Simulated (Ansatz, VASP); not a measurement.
Two plane-wave programs on W3C2

```xyz
10
Lattice="3.9577 0.0000 0.0000 0.0000 3.9577 0.0000 0.0000 0.0000 9.9572" Properties=species:S:1:pos:R:3 pbc="T T T"
W     1.9789    1.9789    1.2030
W     1.9789    1.9789    6.1816
W     1.9789    1.9789    3.7756
W     1.9789    1.9789    8.7542
W     0.0000    0.0000    2.4893
W     0.0000    0.0000    7.4679
C     3.9577    1.9789    2.4893
C     3.9577    1.9789    7.4679
C     1.9789    0.0000    2.4893
C     1.9789    0.0000    7.4679
```

Alike in both runs: task single point; functional PBE; k mesh 6 × 6 × 2; occupations gaussian, width 0.2 eV; no spin polarisation.

|  | VASP | Ansatz |
| --- | --- | --- |
| version | VASP 6.6.1 | Ansatz 0.2.0 |
| potentials or method | VASP PAW PBE potentials, release 64 (W_sv, C), cutoff 520 eV | scalar-relativistic, plane waves, PAW |
| valence electrons in the cell | 100 | 100 |

```csv
,VASP,Ansatz,Ansatz less VASP
gap on the k mesh at the Fermi level (eV),none,none,-
pressure (GPa),1.5,0.8,-0.73
"traceless stress, the component that is largest in VASP (GPa)",2.43,2.14,-0.287
rms of the force components (eV/Å),0.035,0.046,+0.0112
```

Atom by atom the forces differ by 0.011 eV/Å (rms over components). A gap of «none» marks a metal or a gap that the smearing closes.

Spin-orbit coupling is off throughout.
